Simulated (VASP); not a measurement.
# B8N7 (a cell with a defect) in VASP: further runs

The runs below take B8N7 (a cell with a defect) through single point, with LDA.

All numbers are computed with VASP 6.6.1; they aren't measurements. Logs are shortened: lines on timing, memory, paths and dates and some standing lists are left out, and cuts for length are marked.

## 1. The cell of the first run

The cell holds a defect, 15 atoms: a = 4.877 Å, b = 4.877 Å, c = 5.045 Å, α = 104.99°, β = 104.99°, γ = 117.71°.

## 2. Single point, LDA

Input file INCAR:

```
PREC = Accurate
ENCUT = 520
EDIFF = 1E-7
ISMEAR = 0
SIGMA = 0.05
LREAL = Auto
LASPH = True
NELM = 100
ALGO = Normal
ISIF = 2
LWAVE = False
LCHARG = False
NELECT = 56.0
NBANDS = 42
```

Input file KPOINTS:

```
Automatic mesh
0
Gamma
  6 6 6
```

Input file POSCAR:

```
B8N7
1.0
   -1.2613598139     -2.1847392842      4.1742962428
   -1.2613598139     -2.1847392842     -4.1742962428
    5.0454392554      0.0000000000      0.0000000000
B N
8 7
Direct
    0.8331929424      0.8334737243      0.1666666667
    0.8331929424      0.8334737243      0.6666666667
    0.3331929424      0.3334737243      0.1666666667
    0.3331929424      0.3334737243      0.6666666667
    0.4165262757      0.9168070576      0.8333333333
    0.4165262757      0.9168070576      0.3333333333
    0.9165262757      0.4168070576      0.8333333333
    0.9165262757      0.4168070576      0.3333333333
    0.6459737243      0.0206929424      0.6666666667
    0.3559231788      0.7306423970      0.0865655758
    0.1459737243      0.5206929424      0.6666666667
    0.2293070576      0.1040262757      0.8333333333
    0.2293070576      0.1040262757      0.3333333333
    0.7293070576      0.6040262757      0.8333333333
    0.7293070576      0.6040262757      0.3333333333
```

Potentials or basis: VASP PAW LDA potentials, release 64 (B, N).

Run with:

```sh
$ cat potpaw_LDA.64/B/POTCAR potpaw_LDA.64/N/POTCAR > POTCAR
$ mpirun -np 1 vasp_std > vasp.out
```

OUTCAR:

```text
PREC = Accurate
   ENCUT = 520
   EDIFF = 1E-7
   ISMEAR = 0
   LREAL = Auto
   LASPH = True
   NELM = 100
   ISIF = 2
   NELECT = 56.0

 ion  position               nearest neighbor table
   1  0.833  0.833  0.167-  13 1.55  15 1.55  14 1.55
   2  0.833  0.833  0.667-  12 1.55  14 1.55  15 1.55   9 1.56
   3  0.333  0.333  0.167-  15 1.55  13 1.55  12 1.55
   4  0.333  0.333  0.667-  14 1.55  12 1.55  13 1.55  11 1.56
   5  0.417  0.917  0.833-  11 1.55   9 1.55  12 1.56  10 1.76
   6  0.417  0.917  0.333-  10 1.20   9 1.55  13 1.56
   7  0.917  0.417  0.833-   9 1.55  11 1.55  14 1.56  10 1.76
   8  0.917  0.417  0.333-  11 1.55  15 1.56
   9  0.646  0.021  0.667-   7 1.55   5 1.55   6 1.55   2 1.56
  10  0.356  0.731  0.087-   6 1.20   7 1.76   5 1.76
  11  0.146  0.521  0.667-   5 1.55   7 1.55   8 1.55   4 1.56
  12  0.229  0.104  0.833-   2 1.55   4 1.55   3 1.55   5 1.56
  13  0.229  0.104  0.333-   1 1.55   3 1.55   4 1.55   6 1.56
  14  0.729  0.604  0.833-   4 1.55   2 1.55   1 1.55   7 1.56
  15  0.729  0.604  0.333-   3 1.55   1 1.55   2 1.55   8 1.56

  LATTYP: Found a face centered orthorhombic cell.
 ALAT       =     5.0454392554
 B/A-ratio  =     1.6546810026
 C/A-ratio  =     1.7320508075

  Lattice vectors:

 A1 = (   3.7840794415,  -2.1847392842,  -4.1742962428)
 A2 = (   2.5227196276,  -4.3694785684,   0.0000000000)
 A3 = (  -1.2613598139,  -2.1847392842,  -4.1742962428)

Analysis of symmetry for initial positions (statically):
=====================================================================
 Subroutine PRICEL returns:
 Original cell was already a primitive cell.

 Routine SETGRP: Setting up the symmetry group for a
 face centered orthorhombic supercell.

 Subroutine GETGRP returns: Found  2 space group operations
 (whereof  2 operations were pure point group operations)
 out of a pool of  8 trial point group operations.

The static configuration has the point symmetry C_1h.

Analysis of symmetry for dynamics (positions and initial velocities):
=====================================================================
 Subroutine PRICEL returns:
 Original cell was already a primitive cell.

 Routine SETGRP: Setting up the symmetry group for a
 face centered orthorhombic supercell.

 Subroutine GETGRP returns: Found  2 space group operations
 (whereof  2 operations were pure point group operations)
 out of a pool of  8 trial point group operations.

The dynamic configuration has the point symmetry C_1h.

 Subroutine INISYM returns: Found  2 space group operations
 (whereof  2 operations are pure point group operations),
 and found     1 'primitive' translations

----------------------------------------------------------------------------------------

                                     Primitive cell

  volume of cell :      92.0263

  direct lattice vectors                    reciprocal lattice vectors
    -1.261359814 -2.184739284  4.174296243     0.000000000 -0.228860260  0.119780670
    -1.261359814 -2.184739284 -4.174296243     0.000000000 -0.228860260 -0.119780670
     5.045439255  0.000000000  0.000000000     0.198198799 -0.114430130  0.000000000

  length of vectors
     4.877382848  4.877382848  5.045439255     0.258310719  0.258310719  0.228860260

  position of ions in fractional coordinates (direct lattice)
     0.833192942  0.833473724  0.166666667
     0.833192942  0.833473724  0.666666667
     0.333192942  0.333473724  0.166666667
     0.333192942  0.333473724  0.666666667
     0.416526276  0.916807058  0.833333333
     0.416526276  0.916807058  0.333333333
     0.916526276  0.416807058  0.833333333
     0.916526276  0.416807058  0.333333333
     0.645973724  0.020692942  0.666666667
     0.355923179  0.730642397  0.086565576
     0.145973724  0.520692942  0.666666667
     0.229307058  0.104026276  0.833333333
     0.229307058  0.104026276  0.333333333
     0.729307058  0.604026276  0.833333333
     0.729307058  0.604026276  0.333333333

  ion indices of the primitive-cell ions
   primitive index   ion index
                 1           1
                 2           2
                 3           3
                 4           4
                 5           5
                 6           6
                 7           7
                 8           8
                 9           9
                10          10
                11          11
                12          12
                13          13
                14          14
                15          15

----------------------------------------------------------------------------------------

 KPOINTS: Automatic mesh

Automatic generation of k-mesh.
 Grid dimensions read from file:
 generate k-points for:    6    6    6

 Generating k-lattice:

  Cartesian coordinates                     Fractional coordinates (reciprocal lattice)
     0.000000000 -0.038143377  0.019963445     0.166666667  0.000000000  0.000000000
     0.000000000 -0.038143377 -0.019963445     0.000000000  0.166666667  0.000000000
     0.033033133 -0.019071688  0.000000000    -0.000000000 -0.000000000  0.166666667

  Length of vectors
     0.043051786  0.043051786  0.038143377

  Shift w.r.t. Gamma in fractional coordinates (k-lattice)
     0.000000000  0.000000000  0.000000000

 Subroutine IBZKPT returns following result:
 ===========================================

 Found     68 irreducible k-points:

 Following reciprocal coordinates:
            Coordinates               Weight
  0.000000  0.000000  0.000000      1.000000
  0.166667 -0.000000  0.000000      4.000000
  0.000000 -0.166667  0.000000      4.000000
  0.333333 -0.000000  0.000000      4.000000
  0.000000 -0.333333  0.000000      4.000000
  0.500000 -0.000000  0.000000      2.000000
[... 16 lines left out ...]
  0.000000 -0.166667 -0.166667      4.000000
  0.333333  0.000000  0.166667      4.000000
 [... further k-points ...]
   k-points           NKPTS =     68   k-points in BZ     NKDIM =     68   number of bands    NBANDS=     42
   number of dos      NEDOS =    301   number of ions     NIONS =     15
   total plane-waves  NPLWV =  51840
   dimension x,y,z NGX =    36 NGY =   36 NGZ =   40
   dimension x,y,z NGXF=    72 NGYF=   72 NGZF=   80
   ions per type =               8   7
   NGX,Y,Z   is equivalent  to a cutoff of  12.27, 12.27, 13.18 a.u.
[... 18 lines left out ...]
   ISYM   =      2    0-nonsym 1-usesym 2-fastsym
   POTIM  = 0.5000    time-step for ionic-motion
   TEBEG  =    0.0;   TEEND  =   0.0 temperature during run
   PSTRESS=    0.0 pullay stress
   NELECT =      56.0000    total number of electrons
   NUPDOWN=      -1.0000    fix difference up-down
   EMIN   =  10.00;   EMAX   =-10.00  energy-range for DOS
   EFERMI =   0.00;   METHOD = LEGACY
   ISMEAR =     0;   SIGMA  =   0.05  broadening in eV -4-tet -1-fermi 0-gaus
   EFERMI_NEDOS =   21; number of points for ismear=-14 and -15
   IALGO  =     38    algorithm
   IMIX   =      4    mixing-type and parameters
     AMIX     =   0.40;   BMIX     =  1.00
     AMIX_MAG =   1.60;   BMIX_MAG =  1.00
  volume/ion in A,a.u.               =       6.14        41.40
  Fermi-wavevector in a.u.,A,eV,Ry     =   1.387289  2.621596 26.185368  1.924570
  Thomas-Fermi vector in A             =   2.511524
   LORBIT       =      0    0 simple, 1 ext, 2 COOP (PROOUT), +10 PAW based schemes
   GGA     = CA    functional components
   LHFCALC =     F    Hartree Fock is set to
   AEXX    =    0.0000 exact exchange contribution
   IVDW    =     0    specifies the selected vdW correction
   LEPSILON=     F    determine dielectric tensor
   LRPA    =     F    only Hartree local field effects (RPA)
 non-spin polarized calculation
 Gauss-broadening in eV      SIGMA  =   0.05
  energy-cutoff  :      520.00
  volume of cell :       92.03
 maximum number of plane-waves:      2504
   NGX = 19   NGY = 19   NGZ = 19

 number of electron      55.9999998 magnetization

 Free energy of the ion-electron system (eV)
  ---------------------------------------------------
  ext. energy  EPLUGINS =         0.00000000
  ---------------------------------------------------
  free energy    TOTEN  =      -153.61764009 eV

  energy without entropy =     -153.61610277  energy(sigma->0) =     -153.61687143

 E-fermi :   6.6466     XC(G=0): -12.5953

 val. band max:        6.6364522332   @ k =   0.0000   0.0000   0.0000
 cond. band min:       6.6945797138   @ k =   0.0000   0.0000   0.1667
 fundamental gap:      0.0581274806
 Fermi energy:         6.6465714231

 k-point     1 :       0.0000    0.0000    0.0000
  band No.  band energies     occupation
      1     -12.9871      2.00000
      2      -9.7245      2.00000
      3      -9.0243      2.00000
      4      -8.3228      2.00000
      5      -8.1061      2.00000
      6      -7.5870      2.00000
[... 32 lines left out ...]
     39      15.9944      0.00000
     40      16.3815      0.00000

 k-point     2 :       0.1667   -0.0000    0.0000
  band No.  band energies     occupation
      1     -12.8282      2.00000
      2      -9.8985      2.00000
      3      -9.0420      2.00000
      4      -8.6661      2.00000
      5      -8.1547      2.00000
      6      -7.6300      2.00000
[... 32 lines left out ...]
     39      16.2657      0.00000
     40      16.4848      0.00000

 k-point     3 :       0.0000   -0.1667    0.0000
  band No.  band energies     occupation
      1     -12.8299      2.00000
      2      -9.8932      2.00000
      3      -9.0363      2.00000
      4      -8.6478      2.00000
      5      -8.1769      2.00000
      6      -7.6420      2.00000
[... 32 lines left out ...]
     39      16.3064      0.00000
     40      16.4367      0.00000

 k-point     4 :       0.3333   -0.0000    0.0000
  band No.  band energies     occupation
      1     -12.3985      2.00000
      2     -10.3727      2.00000
      3      -9.2318      2.00000
      4      -9.0560      2.00000
      5      -8.5047      2.00000
      6      -7.6639      2.00000
[... 32 lines left out ...]
     39      17.0108      0.00000
     40      17.3022      0.00000
[... 772 lines left out ...]
     39      16.4319      0.00000
     40      16.7115      0.00000

 k-point    23 :       0.0000   -0.1667   -0.1667
  band No.  band energies     occupation
      1     -12.5909      2.00000
      2     -10.3962      2.00000
      3      -9.2895      2.00000
      4      -8.6112      2.00000
      5      -8.2002      2.00000
      6      -7.5088      2.00000
[... 32 lines left out ...]
     39      16.4330      0.00000
     40      16.6773      0.00000

 k-point    24 :       0.3333    0.0000    0.1667
  band No.  band energies     occupation
      1     -12.1255      2.00000
      2     -10.7199      2.00000
      3      -9.7056      2.00000
      4      -8.9658      2.00000
      5      -8.3441      2.00000
      6      -7.6108      2.00000
[... 32 lines left out ...]
     39      17.2018      0.00000
     40      17.4404      0.00000

 [... further k-points ...]

 [bands above 40 left out]

------------------------ aborting loop because EDIFF is reached ----------------------------------------

  FORCE on cell =-STRESS in cart. coord.  units (eV):
  Direction    XX          YY          ZZ          XY          YZ          ZX
  --------------------------------------------------------------------------------------
  -------------------------------------------------------------------------------------
  Total      -21.7753155    -32.2174917    -32.6768593     -9.0431899      4.0737125     -7.0558768
  in kB     -379.1081978   -560.9064650   -568.9040532   -157.4419177     70.9233255   -122.8428003
  external PRESSURE =    -502.9729053 kB  Pullay stress =       0.0000000 kB

 VOLUME and BASIS-vectors are now :
 -----------------------------------------------------------------------------
  energy-cutoff  :      520.00
  volume of cell :       92.03
      direct lattice vectors                 reciprocal lattice vectors
    -1.261359814 -2.184739284  4.174296243     0.000000000 -0.228860260  0.119780670
    -1.261359814 -2.184739284 -4.174296243     0.000000000 -0.228860260 -0.119780670
     5.045439255  0.000000000  0.000000000     0.198198799 -0.114430130  0.000000000

 POSITION                                       TOTAL-FORCE (eV/Angst)
 -----------------------------------------------------------------------------------
     -1.26136     -3.64123     -0.00117        -0.541202      1.701330      3.443839
      1.26136     -3.64123     -0.00117         0.869130     -0.501793      0.899103
      0.00000     -1.45649     -0.00117        -1.743996     -0.381970      3.443839
      2.52272     -1.45649     -0.00117         0.371610     -0.214549      0.940588
      2.52272     -2.91299     -2.08832        -1.182747      1.739477     -2.268004
     -0.00000     -2.91299     -2.08832        11.133517     -6.427939     -9.005197
      2.52272     -2.91299      2.08598        -2.097805      0.154550     -2.268004
     -0.00000     -2.91299      2.08598         2.569346     -1.483413     -4.006688
      2.52272     -1.45649      2.61011         1.464231     -0.845374      1.254271
     -0.93379     -2.37386     -1.56419        -6.951550      4.013479      6.724162
      2.52272     -1.45649     -1.56419        -5.247498      3.029644      1.824572
      3.78408     -0.72825      0.52296         0.761207     -0.421817     -0.225382
      1.26136     -0.72825      0.52296         0.471901     -0.272452     -3.116917
      2.52272     -2.91299      0.52296         0.745908     -0.448316     -0.225382
     -0.00000     -2.91299      0.52296        -0.622053      0.359143      2.585200
 -----------------------------------------------------------------------------------
    total drift:                                0.000108     -0.000066      0.001564

  FREE ENERGIE OF THE ION-ELECTRON SYSTEM (eV)
  ---------------------------------------------------
  free  energy   TOTEN  =      -153.6176400877 eV

  energy  without entropy=     -153.6161027724  energy(sigma->0) =     -153.61687143
```

Run time: 13 min. Hardware: 1 thread of Intel Xeon 8259CL, shared host; peak memory 0.29 GiB.

What came out:

| Quantity | Value |
| --- | --- |
| Free energy | -153.6176 eV |
| Largest force | 15.696 eV/Å |

Forces in eV/Å, atoms in the order of the input:
```
B   -0.541  1.701  3.444
B    0.869 -0.502  0.899
B   -1.744 -0.382  3.444
B    0.372 -0.215  0.941
B   -1.183  1.739 -2.268
B   11.134 -6.428 -9.005
B   -2.098  0.155 -2.268
B    2.569 -1.483 -4.007
N    1.464 -0.845  1.254
N   -6.952  4.013  6.724
N   -5.247  3.030  1.825
N    0.761 -0.422 -0.225
N    0.472 -0.272 -3.117
N    0.746 -0.448 -0.225
N   -0.622  0.359  2.585
```

Caveat: the cell carries a net charge on a neutralising background, which shifts energy and pressure; the cell differs from its parent crystal (atoms taken out, atom 10 moved 0.500 of the way to it and -0.350 Å across, host rigid); the cell is charged against a uniform background, so pressure and absolute levels hang on convention.

## 3. Single point, LDA

Input file INCAR:

```
SYSTEM = B8N7
ALGO = Normal ; EDIFF = 1E-7
ENCUT = 520 ; GGA = CA
ISIF = 2 ; ISMEAR = 0
LASPH = .TRUE. ; LCHARG = .FALSE.
LREAL = Auto ; LWAVE = .FALSE.
NBANDS = 42 ; NELECT = 56.0
NELM = 100 ; PREC = Accurate
SIGMA = 0.05
```

Input file KPOINTS:

```
k-points
0
G
  6 6 6
  0 0 0
```

Edit POSCAR of step 2 so:

```diff
@@ -17,3 +17,3 @@
     0.6459737243      0.0206929424      0.6666666667
-    0.3559231788      0.7306423970      0.0865655758
+    0.1059231788      0.4806423970      0.0865655758
     0.1459737243      0.5206929424      0.6666666667
```

Potentials or basis: VASP PAW LDA potentials, release 64 (B, N).

Run with:

```sh
$ cat potpaw_LDA.64/B/POTCAR potpaw_LDA.64/N/POTCAR > POTCAR
$ mpirun -np 1 vasp_std > vasp.out
```

Run time: 15 min. Hardware: 1 thread of Intel Xeon 8259CL, shared host; peak memory 0.29 GiB.

The run converged. Its results:

```yaml
Free_energy: -157.5167 eV
Largest_force: 20.038 eV/Å
```

Forces in eV/Å, atoms in the order of the input:
```
B    -0.278   0.160   3.610
B     0.214   0.052  -0.063
B    -0.936   0.540  -0.126
B     0.062  -0.211  -0.063
B    -2.787   1.609  -1.793
B     1.967   2.073  -1.326
B   -10.172   5.873  -5.542
B    -0.812  -2.740  -1.326
N    -1.275   1.649   0.623
N    16.577  -9.571   5.928
N    -2.066   0.279   0.623
N     0.284  -0.164   2.024
N    -0.590   0.329  -0.423
N     0.392  -0.226  -1.721
N    -0.580   0.347  -0.423
```

Levels at points of the mesh, in eV from the Fermi level:
| k point | band 25 | band 26 | band 27 | band 28 | band 29 | band 30 | band 31 | band 32 |
| --- | --- | --- | --- | --- | --- | --- | --- | --- |
| (0.00, 0.00, 0.00) | -1.28 | -0.72 | 0.19 | 0.67 | 0.68 | 5.90 | 6.57 | 6.67 |
| (0.50, 0.00, 0.00) | -1.39 | -1.09 | -0.64 | -0.31 | 0.46 | 3.62 | 5.26 | 5.88 |
| (0.00, 0.50, 0.00) | -1.46 | -1.17 | -0.86 | -0.06 | 0.33 | 3.71 | 5.23 | 5.93 |
| (0.50, 0.50, 0.00) | -1.06 | -0.62 | -0.05 | 0.24 | 0.24 | 3.48 | 6.44 | 6.71 |
| (0.00, 0.00, 0.50) | -1.34 | -0.90 | -0.24 | 0.03 | 0.25 | 3.78 | 5.89 | 6.20 |
| (0.50, 0.50, 0.50) | -1.56 | -1.39 | -1.31 | -1.14 | 0.41 | 3.55 | 4.14 | 5.56 |

Caveat: the cell carries a net charge on a neutralising background, which shifts energy and pressure; the cell differs from its parent crystal (atoms taken out, atom 10 moved 0.000 of the way to it and -0.350 Å across, host rigid); the cell is charged against a uniform background, so pressure and absolute levels hang on convention.

## 4. Single point, LDA

Input file INCAR:

```
PREC = Accurate ; ENCUT = 520
EDIFF = 1E-7 ; ISMEAR = 0
SIGMA = 0.05 ; LREAL = Auto
LASPH = T ; NELM = 100
ALGO = Normal ; ISIF = 2
LWAVE = F ; LCHARG = F
NELECT = 56.0 ; NBANDS = 42
```

Input file KPOINTS:

```
Automatic mesh
0
Gamma
  6 6 6
```

Edit POSCAR of step 3 so:

```diff
@@ -17,3 +17,3 @@
     0.6459737243      0.0206929424      0.6666666667
-    0.1059231788      0.4806423970      0.0865655758
+    0.1860242697      0.5607434879      0.2467677576
     0.1459737243      0.5206929424      0.6666666667
```

Run with:

```sh
$ cat potpaw_LDA.64/B/POTCAR potpaw_LDA.64/N/POTCAR > POTCAR
$ mpirun -np 1 vasp_std > vasp.out
```

Run time: 13 min. Hardware: 1 thread of Intel Xeon 8259CL, shared host; peak memory 0.29 GiB.

It converged, with:

```yaml
Free_energy: -158.7795 eV
Largest_force: 7.406 eV/Å
```

Forces on the atoms (eV/Å):
```
B   -0.219  0.127  3.436
B   -0.162  0.179 -0.130
B    1.082 -0.625 -0.428
B   -0.236  0.051 -0.130
B   -2.389  1.379 -1.612
B    2.231 -0.308 -2.580
B   -0.763  0.441 -1.349
B    1.382 -1.778 -2.580
N    1.244 -1.991  1.143
N   -5.882  3.396  2.953
N    2.346 -0.082  1.143
N    1.046 -0.604  0.610
N   -0.455  0.331 -0.237
N    1.289 -0.744 -0.004
N   -0.514  0.228 -0.237
```

Levels at points of the mesh, in eV from the Fermi level:
| k point | band 26 | band 27 | band 28 | band 29 | band 30 | band 31 |
| --- | --- | --- | --- | --- | --- | --- |
| (0.00, 0.00, 0.00) | -0.61 | -0.06 | 0.61 | 0.65 | 5.63 | 5.73 |
| (0.50, 0.00, 0.00) | -1.32 | -0.99 | -0.45 | 0.17 | 3.59 | 5.25 |
| (0.00, 0.50, 0.00) | -1.31 | -0.98 | -0.17 | 0.08 | 3.71 | 5.17 |
| (0.50, 0.50, 0.00) | -0.92 | 0.16 | 0.19 | 0.38 | 3.77 | 5.58 |
| (0.00, 0.00, 0.50) | -0.92 | -0.23 | 0.09 | 0.25 | 3.70 | 5.41 |
| (0.50, 0.50, 0.50) | -1.59 | -1.36 | -1.23 | 0.57 | 3.80 | 4.12 |

Caveat: the cell carries a net charge on a neutralising background, which shifts energy and pressure; the cell differs from its parent crystal (atoms taken out, atom 10 moved 0.000 of the way to it and +0.350 Å across, host rigid); the cell is charged against a uniform background, so pressure and absolute levels hang on convention.
